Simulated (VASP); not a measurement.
Write the native input for VASP 6.6.1 that does the following.

```
Task                      : relaxation of the atoms
Functional                : PBE
Potentials or basis       : VASP PAW PBE potentials, release 64 (Pt, H)
Cutoff                    : 520 eV
k mesh                    : 12 × 12 × 1
Occupations               : gaussian, width 0.1 eV
Spin                      : no spin polarisation
Dipole correction         : yes
Atoms held fixed (from 0) : [0, 1, 3]
Further INCAR settings    : ALGO = Normal; EDIFF = 1e-07; IBRION = 2; EDIFFG = -0.025; NSW = 50
```

The structure of HPt3 lies in POSCAR:

```
HPt3
1.0
    2.8071640675      0.0000000000      0.0000000000
   -1.4035820338      2.4310753951      0.0000000000
    0.0000000000      0.0000000000     20.1192652917
Pt H
3 1
Selective dynamics
Direct
    0.6666666667      0.3333333333      0.1988144170  F F F
    0.3333333333      0.6666666667      0.3136149989  F F F
    0.0000000000      0.0000000000      0.4284085510  T T T
    0.3333333333      0.1666666667      0.5094896382  F F T
```

One way to write it, as run:

INCAR

```
SYSTEM = HPt3
PREC = Accurate ; ENCUT = 520
EDIFF = 1E-7 ; ISMEAR = 0
SIGMA = 0.1 ; LREAL = .FALSE.
LASPH = .TRUE. ; NELM = 80
ALGO = Normal ; ISIF = 2
LWAVE = .FALSE. ; LCHARG = .FALSE.
LDIPOL = .TRUE. ; IDIPOL = 3
DIPOL = 0.5 0.5 0.363 ; GGA = PE
IBRION = 2 ; NSW = 50
EDIFFG = -0.025
```

KPOINTS

```
regular mesh
0
G
  12 12 1
  0 0 0
```

Potentials or basis: VASP PAW PBE potentials, release 64 (Pt, H).

Command:

```bash
$ cat potpaw_PBE.64/Pt/POTCAR potpaw_PBE.64/H/POTCAR > POTCAR
$ mpirun -np 1 vasp_std > vasp.out
```

It gave:

```
Energy gained by relaxing : 95.2 meV/atom
Ionic steps               : 25
Band gap on the k mesh    : zero (an odd number of electrons rules out a gap without spin polarisation)
```

Caveat: spin-orbit coupling is left out, which moves the levels of the heavy elements.

Run time: 21 min on 1 thread of Intel(R) Xeon(R) 6975P-C (Granite Rapids), on a shared host, peak memory 0.35 GiB.
